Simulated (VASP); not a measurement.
# BaTiO3 (P4mm) in VASP: further runs, part 2 of 4

VASP 6.6.1. Earlier steps stand in the parts before.

**3. Electric field gradients, PBE (volume scaled by 0.98)**

Contents of INCAR:

```
SYSTEM = BaTiO3
PREC = Accurate
ENCUT = 520
EDIFF = 1E-8
ISMEAR = -1
SIGMA = 0.08
LREAL = .False.
LASPH = .True.
NELM = 80
ALGO = Normal
ISIF = 2
LWAVE = .False.
LCHARG = .False.
GGA = PE
LEFG = .True.
NBANDS = 28
```

Contents of KPOINTS:

```
regular mesh
0
Gamma
  7 7 7
  0 0 0
```

Contents of POSCAR:

```
BaTiO3
1.0
    3.9729548958      0.0000000000      0.0000000000
    0.0000000000      3.9729548958      0.0000000000
    0.0000000000      0.0000000000      3.9910327445
Ba Ti O
1 1 3
Direct
    0.0000000000      0.0000000000      0.0000000000
    0.5000000000      0.5000000000      0.4820000000
    0.5000000000      0.5000000000      0.0160000000
    0.5000000000      0.0000000000      0.5150000000
    0.0000000000      0.5000000000      0.5150000000
```

Potentials or basis: VASP PAW PBE potentials, release 64 (Ba_sv, Ti_sv, O).

Run with:

```sh
> cat potpaw_PBE.64/Ba_sv/POTCAR potpaw_PBE.64/Ti_sv/POTCAR potpaw_PBE.64/O/POTCAR > POTCAR
> mpirun -np 1 vasp_std > vasp.out
```

OUTCAR:

```text
SYSTEM = BaTiO3
   PREC = Accurate
   ENCUT = 520
   EDIFF = 1E-8
   ISMEAR = -1
   LREAL = .False.
   LASPH = .True.
   NELM = 80
   ISIF = 2
   GGA = PE

 ion  position               nearest neighbor table
   1  0.000  0.000  0.000-   4 2.77   5 2.77   5 2.77   4 2.77   3 2.81   3 2.81   3 2.81   3 2.81
                             4 2.86   5 2.86   5 2.86   4 2.86   2 3.40   2 3.40   2 3.40   2 3.40
   2  0.500  0.500  0.482-   3 1.86   4 1.99   5 1.99   4 1.99   5 1.99   3 2.13   1 3.40   1 3.40
                             1 3.40   1 3.40   1 3.49   1 3.49   1 3.49   1 3.49
   3  0.500  0.500  0.016-   2 1.86   2 2.13   1 2.81   1 2.81   1 2.81   1 2.81
   4  0.500  0.000  0.515-   2 1.99   2 1.99   1 2.77   1 2.77   1 2.86   1 2.86
   5  0.000  0.500  0.515-   2 1.99   2 1.99   1 2.77   1 2.77   1 2.86   1 2.86

  LATTYP: Found a simple tetragonal cell.
 ALAT       =     3.9729548958
 C/A-ratio  =     1.0045502275

  Lattice vectors:

 A1 = (   3.9729548958,   0.0000000000,   0.0000000000)
 A2 = (   0.0000000000,   3.9729548958,   0.0000000000)
 A3 = (   0.0000000000,   0.0000000000,   3.9910327445)

Analysis of symmetry for initial positions (statically):
=====================================================================
 Subroutine PRICEL returns:
 Original cell was already a primitive cell.

 Routine SETGRP: Setting up the symmetry group for a
 simple tetragonal supercell.

 Subroutine GETGRP returns: Found  8 space group operations
 (whereof  8 operations were pure point group operations)
 out of a pool of 16 trial point group operations.

The static configuration has the point symmetry C_4v.

Analysis of symmetry for dynamics (positions and initial velocities):
=====================================================================
 Subroutine PRICEL returns:
 Original cell was already a primitive cell.

 Routine SETGRP: Setting up the symmetry group for a
 simple tetragonal supercell.

 Subroutine GETGRP returns: Found  8 space group operations
 (whereof  8 operations were pure point group operations)
 out of a pool of 16 trial point group operations.

The dynamic configuration has the point symmetry C_4v.

 Subroutine INISYM returns: Found  8 space group operations
 (whereof  8 operations are pure point group operations),
 and found     1 'primitive' translations

----------------------------------------------------------------------------------------

                                     Primitive cell

  volume of cell :      62.9959

  direct lattice vectors                    reciprocal lattice vectors
     3.972954896  0.000000000  0.000000000     0.251701826  0.000000000  0.000000000
     0.000000000  3.972954896  0.000000000     0.000000000  0.251701826  0.000000000
     0.000000000  0.000000000  3.991032745     0.000000000  0.000000000  0.250561713

  length of vectors
     3.972954896  3.972954896  3.991032745     0.251701826  0.251701826  0.250561713

  position of ions in fractional coordinates (direct lattice)
     0.000000000  0.000000000  0.000000000
     0.500000000  0.500000000  0.482000000
     0.500000000  0.500000000  0.016000000
[... 98 lines left out ...]
   EFERMI_NEDOS =   21; number of points for ismear=-14 and -15
   IALGO  =     38    algorithm
   IMIX   =      4    mixing-type and parameters
     AMIX     =   0.40;   BMIX     =  1.00
     AMIX_MAG =   1.60;   BMIX_MAG =  1.00
  volume/ion in A,a.u.               =      12.60        85.02
  Fermi-wavevector in a.u.,A,eV,Ry     =   1.407097  2.659027 26.938466  1.979921
  Thomas-Fermi vector in A             =   2.529390
   LORBIT       =      0    0 simple, 1 ext, 2 COOP (PROOUT), +10 PAW based schemes
   GGA     = PE    functional components
   LHFCALC =     F    Hartree Fock is set to
   AEXX    =    0.0000 exact exchange contribution
   IVDW    =     0    specifies the selected vdW correction
   LEPSILON=     F    determine dielectric tensor
   LRPA    =     F    only Hartree local field effects (RPA)
 non-spin polarized calculation
  energy-cutoff  :      520.00
  volume of cell :       63.00
 maximum number of plane-waves:      1743
 NGX is ok and might be reduce to    30
   NGX = 15   NGY = 15   NGZ = 15

 number of electron      39.9999978 magnetization

 Free energy of the ion-electron system (eV)
  ---------------------------------------------------
  ext. energy  EPLUGINS =         0.00000000
  ---------------------------------------------------
  free energy    TOTEN  =       -39.92956527 eV

  energy without entropy =      -39.92956438  energy(sigma->0) =      -39.92956483

 E-fermi :   4.9687     XC(G=0): -11.3480

 val. band max:        3.9186453654   @ k =   0.4286   0.4286   0.4286
 cond. band min:       5.8362416543   @ k =   0.0000   0.0000   0.0000
 fundamental gap:      1.9175962888
 Fermi energy:         4.9687155228

 k-point     1 :       0.0000    0.0000    0.0000
  band No.  band energies     occupation
      1     -52.4828      2.00000
      2     -28.7512      2.00000
      3     -28.7048      2.00000
      4     -28.7048      2.00000
      5     -20.8166      2.00000
      6     -12.9648      2.00000
[... 733 lines left out ...]
     27      12.5332      0.00000
     28      12.9840      0.00000

 [... further k-points ...]
[... 5 lines left out ...]
  --------------------------------------------------------------------------------------
  -------------------------------------------------------------------------------------
  Total        3.0087804      3.0087804      3.6844951      0.0000000      0.0000000      0.0000000
  in kB       76.5223878     76.5223878     93.7078573      0.0000000      0.0000000      0.0000000
  external PRESSURE =      82.2508777 kB  Pullay stress =       0.0000000 kB

 VOLUME and BASIS-vectors are now :
 -----------------------------------------------------------------------------
  energy-cutoff  :      520.00
  volume of cell :       63.00
      direct lattice vectors                 reciprocal lattice vectors
     3.972954896  0.000000000  0.000000000     0.251701826  0.000000000  0.000000000
     0.000000000  3.972954896  0.000000000     0.000000000  0.251701826  0.000000000
     0.000000000  0.000000000  3.991032745     0.000000000  0.000000000  0.250561713

 POSITION                                       TOTAL-FORCE (eV/Angst)
 -----------------------------------------------------------------------------------
      0.00000      0.00000      0.00000         0.000000      0.000000     -0.056342
      1.98648      1.98648      1.92368         0.000000     -0.000000      0.200917
      1.98648      1.98648      0.06386         0.000000     -0.000000      0.151901
      1.98648      0.00000      2.05538         0.000000      0.000000     -0.148238
      0.00000      1.98648      2.05538        -0.000000      0.000000     -0.148238
 -----------------------------------------------------------------------------------
    total drift:                                0.000000      0.000000     -0.000425

  FREE ENERGIE OF THE ION-ELECTRON SYSTEM (eV)
  ---------------------------------------------------
  free  energy   TOTEN  =       -39.9295652697 eV

  energy  without entropy=      -39.9295643805  energy(sigma->0) =      -39.92956483

 Electric field gradients (V/A^2)
---------------------------------------------------------------------
 ion       V_xx      V_yy      V_zz      V_xy      V_xz      V_yz
---------------------------------------------------------------------
   1       2.228     2.228    -4.455     0.000    -0.000     0.000
   2       0.991     0.991    -1.983    -0.000    -0.000    -0.000
   3      -7.258    -7.258    14.516     0.000     0.000    -0.000
   4     -12.325    25.680   -13.355     0.000     0.000    -0.000
   5      25.680   -12.325   -13.355    -0.000     0.000     0.000
---------------------------------------------------------------------

 Electric field gradients after diagonalization (V/A^2)
 (convention: |V_zz| > |V_xx| > |V_yy|)
----------------------------------------------------------------------
 ion       V_xx      V_yy      V_zz     asymmetry (V_yy - V_xx)/ V_zz
----------------------------------------------------------------------
   1       2.228     2.228    -4.455       0.000
   2       0.991     0.991    -1.983       0.000
   3      -7.258    -7.258    14.516       0.000
   4     -13.355   -12.325    25.680       0.040
   5     -13.355   -12.325    25.680       0.040
----------------------------------------------------------------------

           NMR quadrupolar parameters

 Cq : quadrupolar parameter    Cq=e*Q*V_zz/h
 eta: asymmetry parameters     (V_yy - V_xx)/ V_zz
 Q  : nuclear electric quadrupole moment in mb (millibarn)
----------------------------------------------------------------------
 ion       Cq(MHz)       eta       Q (mb)
----------------------------------------------------------------------
   1      -0.011       0.000       1.000
   2      -0.005       0.000       1.000
   3       0.035       0.000       1.000
   4       0.062       0.040       1.000
   5       0.062       0.040       1.000
----------------------------------------------------------------------
```

OSZICAR:

```text
N       E                     dE             d eps       ncg     rms          rms(c)
DAV:   1     0.443082105919E+03    0.44308E+03   -0.21028E+04  2240   0.156E+03
DAV:   2    -0.376328178058E+01   -0.44685E+03   -0.42533E+03  2568   0.432E+02
[... 11 lines left out ...]
DAV:  14    -0.399295675493E+02   -0.67852E-06   -0.66023E-05  3256   0.569E-02    0.165E-02
DAV:  15    -0.399295669737E+02    0.57564E-06   -0.30757E-05  2980   0.551E-02    0.129E-02
DAV:  16    -0.399295653378E+02    0.16359E-05   -0.68608E-06  2836   0.277E-02    0.212E-03
DAV:  17    -0.399295652532E+02    0.84611E-07   -0.53302E-07  2820   0.745E-03    0.101E-03
DAV:  18    -0.399295652855E+02   -0.32308E-07   -0.39737E-08  2828   0.163E-03    0.608E-04
DAV:  19    -0.399295652740E+02    0.11488E-07   -0.12064E-08  1880   0.113E-03    0.108E-04
DAV:  20    -0.399295652697E+02    0.42978E-08   -0.38274E-09  1484   0.472E-04
   1 F= -.39929565E+02 E0= -.39929565E+02  d E =-.889209E-06
```

stdout:

```text
POSCAR found type information on POSCAR BaTiO
 POSCAR found :  3 types and       5 ions
 scaLAPACK will be used
 LDA part: xc-table for (Slater+PW92), standard interpolation
 POSCAR, INCAR and KPOINTS ok, starting setup
 FFT: planning ... GRIDC
 FFT: planning ... GRID_SOFT
 FFT: planning ... GRID
 WAVECAR not read
 entering main loop
ion   1

ion   2

ion   3

ion   4

ion   5
```

Wall time 74 s (1 thread of Intel Xeon 6975P-C, shared host); peak memory 0.22 GiB.

Results:

```yaml
Free_energy: -39.9296 eV
Pressure: 8.2 GPa
Largest_force: 0.201 eV/Å
Band_gap_on_the_k_mesh: 1.92 eV, indirect (least direct gap 2.13 eV)
```

Forces on the atoms (eV/Å):
```
Ba   0.000  0.000 -0.056
Ti   0.000  0.000  0.201
O    0.000  0.000  0.152
O    0.000  0.000 -0.148
O    0.000  0.000 -0.148
```

Levels at points of the mesh, in eV from the valence-band top:
```
           k point  band 16  band 17  band 18  band 19  band 20  band 21  band 22  band 23  band 24  band 25
(0.00, 0.00, 0.00)    -1.22    -1.08    -0.25    -0.22    -0.22     1.92     2.22     2.22     4.23     4.37
```

Electric field gradients, principal values (V/Å²):
```tsv
atom	least	middle	greatest (by size)
1 Ba	2.228	2.228	-4.455
2 Ti	0.991	0.991	-1.983
3 O	-7.258	-7.258	14.516
4 O	-12.325	-13.355	25.680
5 O	-12.325	-13.355	25.680
```

Caveat: without QUAD_EFG the Cq values of the log hold for a quadrupole moment of 1 mb, not for the nuclei; spin-orbit coupling is left out, which moves the levels of the heavy elements. A k mesh can miss the band edges.

(Continued in part 3 of 4.)
